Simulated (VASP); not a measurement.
Input of a VASP 6.6.1 run:

INCAR

```
PREC = Accurate
ENCUT = 520
EDIFF = 1E-8
ISMEAR = -1
SIGMA = 0.15
LREAL = False
LASPH = True
NELM = 60
ALGO = Normal
ISIF = 2
LWAVE = False
LCHARG = False
GGA = PS
IBRION = 8
NSW = 1
```

Contents of KPOINTS:

```
regular mesh
0
Gamma
  12 12 12
```

The input POSCAR:

```
InAs
1.0
    0.0000000000      3.1082994424      3.1082994424
    3.1082994424      0.0000000000      3.1082994424
    3.1082994424      3.1082994424      0.0000000000
In As
1 1
Direct
    0.0000000000      0.0000000000      0.0000000000
    0.7500000000      0.7500000000      0.7500000000
```

Potentials or basis: VASP PAW PBE potentials, release 64 (In_d, As).

Launch:

```sh
$ cat potpaw_PBE.64/In_d/POTCAR potpaw_PBE.64/As/POTCAR > POTCAR
$ mpirun -np 1 vasp_std > vasp.out
```

(1) What does it give for the highest phonon frequency at Γ, LO-TO splitting left out?

Answers

(1) 192 cm⁻¹.

Caveat: the cell wasn't relaxed at this level first, which shifts response properties.
